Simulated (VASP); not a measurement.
## PtS2: relaxation of the atoms with PBE+D3(BJ)

System: PtS2, a slab with vacuum.

```
S Pt
1.0
     3.54144    0.00000    0.00000
    -1.77072    3.06698    0.00000
     0.00000    0.00000   22.46715
S Pt
4 2
Direct
  0.66667 0.33333 0.20029
  0.33333 0.66667 0.31062
  0.66667 0.33333 0.44817
  0.00000 0.00000 0.55850
  0.00000 0.00000 0.25565
  0.33333 0.66667 0.50314
```

```yaml
Program: VASP 6.6.1
Task: relaxation of the atoms
Functional: PBE
Dispersion: D3(BJ)
Potentials_or_basis: VASP PAW PBE potentials, release 64 (S, Pt)
Cutoff: 450 eV
k_mesh: 9 × 9 × 1
Occupations: gaussian, width 0.05 eV
Spin: no spin polarisation
Dipole_correction: yes
Atoms_held_fixed_from_0: "[0]"
Second_try: not_converged
Further_INCAR_settings: ALGO = Normal; EDIFF = 1e-07; AMIX = 0.1; BMIX = 0.0001; NELMDL = -8; IBRION = 2; EDIFFG = -0.003; NSW = 40
Atoms_held_along_some_axes_from_0: atom 1 along a and b; atom 2 along a and b; atom 3 along a and b; atom 4 along a and b; atom 5 along a and b
```

```json
{"Energy gained by relaxing": "5.5 meV/atom", "Ionic steps": "33", "Band gap on the k mesh": "1.13 eV (least direct gap 1.42 eV)", "Dispersion energy per atom": "-0.342 eV"}
```

The path:
```tsv
step	energy change (eV)	largest force on free atoms (eV/Å)	pressure (GPa)
1	0.0000	0.0717	-0.30
2	-0.0005	0.0524	-0.33
3	-0.0009	0.1806	-0.42
4	-0.0010	0.1755	-0.43
5	-0.0015	0.1606	-0.47
6	-0.0021	0.1310	-0.53
7	-0.0023	0.1087	-0.66
8	-0.0024	0.0934	-0.62
9	-0.0030	0.0799	-0.58
10	-0.0038	0.0917	-0.50
11	-0.0044	0.0864	-0.46
12	-0.0056	0.0701	-0.35
13	-0.0050	0.2600	-0.13
14	-0.0059	0.1330	-0.28
15	-0.0063	0.1205	-0.26
16	-0.0074	0.0835	-0.20
17	-0.0078	0.1279	-0.09
18	-0.0089	0.1330	-0.11
19	-0.0113	0.1486	-0.17
20	-0.0134	0.2224	-0.28
21	-0.0148	0.2148	-0.28
22	-0.0186	0.1925	-0.26
23	-0.0248	0.1481	-0.21
24	-0.0316	0.1013	-0.11
25	-0.0320	0.1138	-0.07
26	-0.0325	0.0789	0.00
27	-0.0327	0.0378	-0.03
28	-0.0328	0.0230	-0.03
29	-0.0328	0.0264	-0.03
30	-0.0329	0.0099	-0.01
31	-0.0329	0.0099	-0.01
32	-0.0329	0.0033	0.01
33	-0.0329	0.0030	0.01
```

Final structure:
```yaml
crystal:
  lattice:
    - [3.54144, 0.00000, 0.00000]
    - [-1.77072, 3.06698, 0.00000]
    - [0.00000, 0.00000, 22.46715]
  atoms:
    - { symbol: S, position: [0.66667, 0.33333, 0.20029] }
    - { symbol: S, position: [0.33333, 0.66667, 0.31022] }
    - { symbol: S, position: [0.66667, 0.33333, 0.43001] }
    - { symbol: S, position: [0.00000, 0.00000, 0.54010] }
    - { symbol: Pt, position: [0.00000, 0.00000, 0.25562] }
    - { symbol: Pt, position: [0.33333, 0.66667, 0.48485] }
```

Levels at points of the mesh, in eV from the valence-band top:
| k point | band 19 | band 20 | band 21 | band 22 | band 23 | band 24 | band 25 | band 26 |
| --- | --- | --- | --- | --- | --- | --- | --- | --- |
| (0.00, 0.00, 0.00) | -0.94 | -0.77 | -0.77 | -0.34 | 2.54 | 2.54 | 2.76 | 2.76 |

Run time: 6.9 min on 4 MPI ranks on Intel(R) Xeon(R) Platinum 8488C (Sapphire Rapids), on a shared host, peak memory 0.4 GiB a rank.

Caveat: spin-orbit coupling is left out, which moves the levels of the heavy elements.
